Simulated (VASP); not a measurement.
Set up this calculation in VASP 6.6.1, as the native input.

- Task: single point
- Functional: PBEsol
- Potentials or basis: VASP PAW PBE potentials, release 64 (Hf_pv, B)
- Cutoff: 520 eV
- k mesh: 13 × 13 × 11
- Occupations: fermi-dirac, width 0.05 eV
- Spin: no spin polarisation
- Dipole correction: no
- Further INCAR settings: ALGO = Normal; EDIFF = 1e-07; NBANDS = 15

The structure of HfB2 lies in POSCAR:

```
HfB2
1.0
    3.1400001005     -0.0471000015     -0.0471000015
   -1.6107898481      2.7428698556     -0.0172397971
   -0.0522000000     -0.0522000000      3.4800000000
Hf B
1 2
Direct
    0.0000000000      0.0000000000      0.0000000000
    0.3333333333      0.6666666667      0.5000000000
    0.6666666667      0.3333333333      0.5000000000
```

This cell differs from its parent crystal: equal xy, yz and zx shear strains of -3 %.

The input as run:

INCAR

```
SYSTEM = HfB2
PREC = Accurate ; ENCUT = 520
EDIFF = 1E-7 ; ISMEAR = -1
SIGMA = 0.05 ; LREAL = .False.
LASPH = .True. ; NELM = 80
ALGO = Normal ; ISIF = 2
LWAVE = .False. ; LCHARG = .False.
GGA = PS ; NBANDS = 15
```

KPOINTS

```
Automatic mesh
0
Gamma
  13 13 11
  0 0 0
```

Potentials or basis: VASP PAW PBE potentials, release 64 (Hf_pv, B).

Launch:

```console
$ cat potpaw_PBE.64/Hf_pv/POTCAR potpaw_PBE.64/B/POTCAR > POTCAR
$ mpirun -np 1 vasp_std > vasp.out
```

It gave:

The pressure is -3.6 GPa, the largest force is 0.043 eV/Å and the band gap on the k mesh is zero (bands 8 and 9 overlap by 1.08 eV).

Caveat: the cell differs from its parent crystal (equal xy, yz and zx shear strains of -3 %); the cell stands under tension; the PAW data sets were made with another functional, which shifts forces and pressure a little; spin-orbit coupling is left out, which moves the levels of the heavy elements.

Wall time 6.2 min on 1 thread of Intel Xeon 8259CL, on a shared host, peak memory 0.5 GiB.
